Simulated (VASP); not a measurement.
## SnO2: single point with LDA

Crystal: SnO2.

```xyz
3
Lattice="1.5952 0.9210 4.7357 -1.5952 0.9210 4.7357 0.0000 -1.8420 4.7357" Properties=species:S:1:pos:R:3 pbc="T T T"
Sn    0.0000    0.0000    7.1036
O     0.0000    0.0000   10.8376
O     0.0000    0.0000    3.3695
```

| Quantity | Value |
| --- | --- |
| Program | VASP 6.6.1 |
| Task | single point |
| Functional | LDA |
| Potentials or basis | VASP PAW LDA potentials, release 64 (Sn_d, O) |
| Cutoff | 520 eV |
| k mesh | 8 × 8 × 8 |
| Occupations | fermi-dirac, width 0.05 eV |
| Spin | no spin polarisation |

```
Pressure               : -2.7 GPa
Largest force          : 0.184 eV/Å
Band gap on the k mesh : 2.04 eV (least direct gap 2.20 eV)
```

Forces on the atoms (eV/Å):
```
Sn   0.000  0.000  0.000
O    0.000  0.000  0.184
O    0.000  0.000 -0.184
```

Stress tensor (GPa, compression positive):
```
-2.11  0.00  0.00
 0.00 -2.11  0.00
 0.00  0.00 -3.88
```

Levels at points of the mesh, in eV from the valence-band top:
```tsv
k point	band 10	band 11	band 12	band 13	band 14	band 15	band 16	band 17
(0.00, 0.00, 0.00)	-1.34	-0.89	-0.89	-0.16	2.04	5.71	11.12	11.12
(0.50, 0.00, 0.00)	-3.10	-1.54	-0.60	-0.59	5.54	7.76	10.06	12.33
(0.50, 0.50, 0.00)	-3.20	-1.19	-0.44	-0.01	5.22	6.90	10.86	11.16
(0.50, 0.50, 0.50)	-1.41	-1.41	-0.84	-0.84	3.37	5.70	11.32	11.32
```

It took 96 s on 1 thread of Intel(R) Xeon(R) Platinum 8488C (Sapphire Rapids), on a shared host, peak memory 0.22 GiB.

Caveat: spin-orbit coupling is left out, which moves the levels of the heavy elements. A k mesh can miss the band edges.
